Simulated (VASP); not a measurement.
# Nb7C4S8 (a cell with a defect) in VASP: single point with PBEsol

Aim: the single point of Nb7C4S8 (a cell with a defect) with PBEsol.

Program: VASP 6.6.1. These are calculated values, not measurements. Logs are shortened: lines on timing, memory, paths and dates and some standing lists are left out, and cuts for length are marked.

## 1. The cell of the first run

The cell holds a defect, 19 atoms: a = 6.543 Å, b = 6.543 Å, c = 8.689 Å, α = 100.85°, β = 100.85°, γ = 60.00°.

## 2. Single point, PBEsol

Input file INCAR:

```
ALGO = Normal ; EDIFF = 1E-6
ENCUT = 520 ; GGA = PS
ISIF = 2 ; ISMEAR = -1
LASPH = True ; LCHARG = False
LREAL = Auto ; LWAVE = False
NBANDS = 92 ; NELM = 100
PREC = Accurate ; SIGMA = 0.05
```

Input file KPOINTS:

```
k-points
0
Gamma
  3 3 2
```

Input file POSCAR:

```
Nb7C4S8
1.0
    3.2713142500      5.6660824900      0.0000000000
   -3.2713142500      5.6660824900      0.0000000000
    0.0000000000     -1.8886941600      8.4813790000
Nb S C
7 8 4
Direct
    0.1882290891      0.1999421185      0.1494456267
    0.3180106765      0.3093918164      0.8668075085
    0.3096625212      0.8111135817      0.8592602689
    0.1878645111      0.6893565338      0.1501353730
    0.8063769472      0.3078293069      0.8671290364
    0.6984586990      0.6896909691      0.1494458625
    0.8079059406      0.8194832447      0.8668017312
    0.1081266116      0.1194379676      0.6723998538
    0.3980169132      0.3819371373      0.3213320617
    0.1069732577      0.6084716999      0.6711664459
    0.3886798447      0.8901578057      0.3334672345
    0.6120543424      0.1135409391      0.6747210566
    0.8786447544      0.3801347137      0.3180304759
    0.6179180476      0.6096149626      0.6723874738
    0.8803959504      0.8995845686      0.3212804191
    0.0101731212     -0.0058256475     -0.0057679300
    0.0007355856      0.5022129352      0.0066854694
    0.4919197828     -0.0066107389     -0.0064615672
    0.4926938141      0.5116439960     -0.0057786593
```

Potentials or basis: VASP PAW PBE potentials, release 64 (Nb_sv, S, C).

Command:

```
cat potpaw_PBE.64/Nb_sv/POTCAR potpaw_PBE.64/S/POTCAR potpaw_PBE.64/C/POTCAR > POTCAR
mpirun -np 1 vasp_std > vasp.out
```

OUTCAR:

```text
EDIFF = 1E-6
   ENCUT = 520
   GGA = PS
   ISIF = 2
   ISMEAR = -1
   LASPH = True
   LREAL = Auto
   NELM = 100
   PREC = Accurate

 ion  position               nearest neighbor table
   1  0.188  0.200  0.149-  17 2.21  18 2.29  16 2.30  13 2.39   9 2.39  11 2.48
   2  0.318  0.309  0.867-  19 2.18  18 2.19  17 2.27  12 2.46  10 2.51   8 2.52
   3  0.310  0.811  0.859-  18 2.14  19 2.15  16 2.15  14 2.49   8 2.49  10 2.51
   4  0.188  0.689  0.150-  17 2.21  16 2.30  19 2.30  15 2.40   9 2.40  11 2.48
   5  0.806  0.308  0.867-  16 2.18  19 2.18  17 2.27  12 2.46   8 2.51  14 2.51
   6  0.698  0.690  0.149-  17 2.21  18 2.29  19 2.30  13 2.39  15 2.39  11 2.48
   7  0.808  0.819  0.867-  16 2.18  18 2.19  17 2.27  12 2.46  10 2.51  14 2.52
   8  0.108  0.119  0.672-   3 2.49   5 2.51   2 2.52
   9  0.398  0.382  0.321-   1 2.39   4 2.40
  10  0.107  0.608  0.671-   7 2.51   2 2.51   3 2.51
  11  0.389  0.890  0.333-   4 2.48   6 2.48   1 2.48
  12  0.612  0.114  0.675-   5 2.46   2 2.46   7 2.46
  13  0.879  0.380  0.318-   6 2.39   1 2.39
  14  0.618  0.610  0.672-   3 2.49   5 2.51   7 2.52
  15  0.880  0.900  0.321-   6 2.39   4 2.40
  16  0.010  0.994  0.994-   3 2.15   7 2.18   5 2.18   4 2.30   1 2.30
  17  0.001  0.502  0.007-   1 2.21   6 2.21   4 2.21   2 2.27   7 2.27   5 2.27
  18  0.492  0.993  0.994-   3 2.14   7 2.19   2 2.19   1 2.29   6 2.29
  19  0.493  0.512  0.994-   3 2.15   2 2.18   5 2.18   4 2.30   6 2.30

  LATTYP: Found a base centered monoclinic cell.
 ALAT       =    11.3321649800
 B/A-ratio  =     0.5773502690
 C/A-ratio  =     0.7667668613
 COS(beta)  =    -0.2173628971

  Lattice vectors:

 A1 = (   3.2713142500,   5.6660824900,   0.0000000000)
 A2 = (  -3.2713142500,   5.6660824900,   0.0000000000)
 A3 = (   0.0000000000,  -1.8886941600,   8.4813790000)

Analysis of symmetry for initial positions (statically):
=====================================================================
 Subroutine PRICEL returns:
 Original cell was already a primitive cell.

 Routine SETGRP: Setting up the symmetry group for a
 base centered monoclinic supercell.

 Subroutine GETGRP returns: Found  1 space group operations
 (whereof  1 operations were pure point group operations)
 out of a pool of  4 trial point group operations.

The static configuration has the point symmetry C_1 .

Analysis of symmetry for dynamics (positions and initial velocities):
=====================================================================
 Subroutine PRICEL returns:
 Original cell was already a primitive cell.

 Routine SETGRP: Setting up the symmetry group for a
 base centered monoclinic supercell.

 Subroutine GETGRP returns: Found  1 space group operations
 (whereof  1 operations were pure point group operations)
 out of a pool of  4 trial point group operations.

The dynamic configuration has the point symmetry C_1 .

 Subroutine INISYM returns: Found  1 space group operations
 (whereof  1 operations are pure point group operations),
 and found     1 'primitive' translations

----------------------------------------------------------------------------------------

                                     Primitive cell

  volume of cell :     314.4138

  direct lattice vectors                    reciprocal lattice vectors
     3.271314250  5.666082490  0.000000000     0.152843769  0.088244391  0.019650892
    -3.271314250  5.666082490  0.000000000    -0.152843769  0.088244391  0.019650892
     0.000000000 -1.888694160  8.481379000     0.000000000  0.000000000  0.117905355

  length of vectors
     6.542628501  6.542628501  8.689128574     0.177579413  0.177579413  0.117905355

  position of ions in fractional coordinates (direct lattice)
     0.188229089  0.199942118  0.149445627
     0.318010677  0.309391816  0.866807509
     0.309662521  0.811113582  0.859260269
     0.187864511  0.689356534  0.150135373
     0.806376947  0.307829307  0.867129036
     0.698458699  0.689690969  0.149445863
[... 11 lines left out ...]
     0.491919783  0.993389261  0.993538433
     0.492693814  0.511643996  0.994221341

  ion indices of the primitive-cell ions
   primitive index   ion index
                 1           1
                 2           2
                 3           3
                 4           4
                 5           5
                 6           6
[... 11 lines left out ...]
                18          18
                19          19

----------------------------------------------------------------------------------------

 KPOINTS: k-points

Automatic generation of k-mesh.
 Grid dimensions read from file:
 generate k-points for:    3    3    2

 Generating k-lattice:

  Cartesian coordinates                     Fractional coordinates (reciprocal lattice)
     0.050947923  0.029414797  0.006550297     0.333333333  0.000000000  0.000000000
    -0.050947923  0.029414797  0.006550297     0.000000000  0.333333333  0.000000000
     0.000000000  0.000000000  0.058952677     0.000000000  0.000000000  0.500000000

  Length of vectors
     0.059193138  0.059193138  0.058952677

  Shift w.r.t. Gamma in fractional coordinates (k-lattice)
     0.000000000  0.000000000  0.000000000

 Subroutine IBZKPT returns following result:
 ===========================================

 Found     10 irreducible k-points:

 Following reciprocal coordinates:
            Coordinates               Weight
  0.000000  0.000000  0.000000      1.000000
  0.333333 -0.000000  0.000000      2.000000
  0.000000 -0.333333  0.000000      2.000000
  0.333333  0.333333  0.000000      2.000000
 -0.333333  0.333333  0.000000      2.000000
  0.000000  0.000000  0.500000      1.000000
  0.333333 -0.000000  0.500000      2.000000
  0.000000 -0.333333  0.500000      2.000000
  0.333333  0.333333  0.500000      2.000000
 -0.333333  0.333333  0.500000      2.000000
   k-points           NKPTS =     10   k-points in BZ     NKDIM =     10   number of bands    NBANDS=     92
   number of dos      NEDOS =    301   number of ions     NIONS =     19
   total plane-waves  NPLWV = 175000
   dimension x,y,z NGX =    50 NGY =   50 NGZ =   70
   dimension x,y,z NGXF=   100 NGYF=  100 NGZF=  140
   ions per type =               7   8   4
   NGX,Y,Z   is equivalent  to a cutoff of  12.70, 12.70, 13.39 a.u.
   NGXF,Y,Z  is equivalent  to a cutoff of  25.41, 25.41, 26.79 a.u.
 SYSTEM =  unknown system
   PREC   = accura    normal or accurate (medium, high low for compatibility)
   ISTART =      0    job   : 0-new  1-cont  2-samecut
   ICHARG =      2    charge: 1-file 2-atom 10-const
   ISPIN  =      1    spin polarized calculation?
   LNONCOLLINEAR =      F non collinear calculations
   LSORBIT =      F    spin-orbit coupling
   LASPH  =      T    aspherical Exc in radial PAW
   ENCUT  =  520.0 eV  38.22 Ry    6.18 a.u.  12.16 12.16 16.16*2*pi/ulx,y,z
   NELM   =    100;   NELMIN=  2; NELMDL= -5     # of ELM steps
   EDIFF  = 0.1E-05   stopping-criterion for ELM
   LREAL  =      T    real-space projection
   EDIFFG = 0.1E-04   stopping-criterion for IOM
   NSW    =      0    number of steps for IOM
   IBRION =     -1    ionic relax: 0-MD 1-quasi-New 2-CG
   NFREE  =      0    steps in history (QN), initial steepest desc. (CG)
   ISIF   =      2    stress and relaxation
   ISYM   =      2    0-nonsym 1-usesym 2-fastsym
   POTIM  = 0.5000    time-step for ionic-motion
   TEBEG  =    0.0;   TEEND  =   0.0 temperature during run
   PSTRESS=    0.0 pullay stress
   NELECT =     155.0000    total number of electrons
   NUPDOWN=      -1.0000    fix difference up-down
   EMIN   =  10.00;   EMAX   =-10.00  energy-range for DOS
   EFERMI =   0.00;   METHOD = LEGACY
   ISMEAR =    -1;   SIGMA  =   0.05  broadening in eV -4-tet -1-fermi 0-gaus
   EFERMI_NEDOS =   21; number of points for ismear=-14 and -15
   IALGO  =     38    algorithm
   IMIX   =      4    mixing-type and parameters
     AMIX     =   0.40;   BMIX     =  1.00
     AMIX_MAG =   1.60;   BMIX_MAG =  1.00
  volume/ion in A,a.u.               =      16.55       111.67
  Fermi-wavevector in a.u.,A,eV,Ry     =   1.293257  2.443901 22.755932  1.672514
  Thomas-Fermi vector in A             =   2.424914
   LORBIT       =      0    0 simple, 1 ext, 2 COOP (PROOUT), +10 PAW based schemes
   GGA     = PS    functional components
   LHFCALC =     F    Hartree Fock is set to
   AEXX    =    0.0000 exact exchange contribution
   IVDW    =     0    specifies the selected vdW correction
   LEPSILON=     F    determine dielectric tensor
   LRPA    =     F    only Hartree local field effects (RPA)
 non-spin polarized calculation
  energy-cutoff  :      520.00
  volume of cell :      314.41
 maximum number of plane-waves:      8481
 NGX is ok and might be reduce to    50
   NGX = 25   NGY = 25   NGZ = 33

 number of electron     154.9999998 magnetization

 Free energy of the ion-electron system (eV)
  ---------------------------------------------------
  ext. energy  EPLUGINS =         0.00000000
  ---------------------------------------------------
  free energy    TOTEN  =      -163.45297751 eV

  energy without entropy =     -163.37698429  energy(sigma->0) =     -163.41498090

 E-fermi :   7.3261     XC(G=0): -11.1074

 val. band max:        7.3018817629   @ k =  -0.3333   0.3333   0.0000
 cond. band min:       7.3635997508   @ k =   0.3333   0.3333   0.5000
 fundamental gap:      0.0617179878
 Fermi energy:         7.3261481943

 k-point     1 :       0.0000    0.0000    0.0000
  band No.  band energies     occupation
      1     -48.0068      2.00000
      2     -47.9567      2.00000
      3     -47.9542      2.00000
      4     -47.9517      2.00000
      5     -47.8029      2.00000
      6     -47.7724      2.00000
[... 81 lines left out ...]
     88       9.5243      0.00000
     89       9.9231      0.00000

 k-point     2 :       0.3333   -0.0000    0.0000
  band No.  band energies     occupation
      1     -47.9941      2.00000
      2     -47.9680      2.00000
      3     -47.9546      2.00000
      4     -47.9532      2.00000
      5     -47.7975      2.00000
      6     -47.7741      2.00000
[... 734 lines left out ...]
      5     -47.7925      2.00000
      6     -47.7799      2.00000
[... 81 lines left out ...]
     88       9.6777      0.00000
     89       9.7811      0.00000
 [bands above 89 left out]

------------------------ aborting loop because EDIFF is reached ----------------------------------------

  FORCE on cell =-STRESS in cart. coord.  units (eV):
  Direction    XX          YY          ZZ          XY          YZ          ZX
  --------------------------------------------------------------------------------------
  -------------------------------------------------------------------------------------
  Total       -6.1869344     -6.7028001     -3.1934440      0.0040053      0.0479699      0.0020844
  in kB      -31.5271323    -34.1558598    -16.2730238      0.0204099      0.2444430      0.0106216
  external PRESSURE =     -27.3186720 kB  Pullay stress =       0.0000000 kB

 VOLUME and BASIS-vectors are now :
 -----------------------------------------------------------------------------
  energy-cutoff  :      520.00
  volume of cell :      314.41
      direct lattice vectors                 reciprocal lattice vectors
     3.271314250  5.666082490  0.000000000     0.152843769  0.088244391  0.019650892
    -3.271314250  5.666082490  0.000000000    -0.152843769  0.088244391  0.019650892
     0.000000000 -1.888694160  8.481379000     0.000000000  0.000000000  0.117905355

 POSITION                                       TOTAL-FORCE (eV/Angst)
 -----------------------------------------------------------------------------------
     -0.03832      1.91715      1.26750        -0.004521      0.002958      0.006646
      0.02819      1.91778      7.35172        -0.001472      0.002364     -0.006320
     -1.64040      4.72753      7.28771        -0.000910     -0.004746     -0.003194
     -1.64054      4.68685      1.27335         0.000075     -0.005652      0.005286
      1.63091      4.67544      7.35445        -0.000471     -0.002225     -0.006437
      0.02868      7.58311      1.26751         0.005271      0.002933      0.006658
[... 11 lines left out ...]
     -1.64046      6.53939      8.42658        -0.002173      0.003465     -0.002809
     -0.06199      3.81288      8.43237        -0.000768      0.005292     -0.005884
 -----------------------------------------------------------------------------------
    total drift:                               -0.009823      0.004266     -0.015840

  FREE ENERGIE OF THE ION-ELECTRON SYSTEM (eV)
  ---------------------------------------------------
  free  energy   TOTEN  =      -163.4529775059 eV

  energy  without entropy=     -163.3769842928  energy(sigma->0) =     -163.41498090
```

It took 22 min on 1 thread of Oxide Virtual Turin-like, shared host; peak memory 0.49 GiB.

Results:

```
Free energy            : -163.4530 eV
Pressure               : -2.7 GPa
Largest force          : 0.025 eV/Å
Band gap on the k mesh : zero (an odd number of electrons rules out a gap without spin polarisation)
```

Forces in eV/Å, atoms in the order of the input:
```
Nb  -0.005  0.003  0.007
Nb  -0.001  0.002 -0.006
Nb  -0.001 -0.005 -0.003
Nb   0.000 -0.006  0.005
Nb   0.000 -0.002 -0.006
Nb   0.005  0.003  0.007
Nb   0.003  0.003 -0.006
S    0.002 -0.003  0.022
S   -0.011 -0.009 -0.017
S    0.001  0.000  0.020
S    0.000  0.000 -0.023
S    0.002 -0.001  0.023
S   -0.001  0.018 -0.016
S   -0.001 -0.001  0.022
S    0.012 -0.009 -0.016
C   -0.003  0.002 -0.007
C    0.002 -0.005  0.004
C   -0.002  0.003 -0.003
C   -0.001  0.005 -0.006
```

Stress tensor (GPa, compression positive):
```
-3.15  0.00  0.00
 0.00 -3.42  0.02
 0.00  0.02 -1.63
```

Caveat: the k points lie up to 0.37 Å⁻¹ apart, too coarse for converged energies and pressures of a metal; the PAW data sets were made with another functional, which shifts forces and pressure a little.
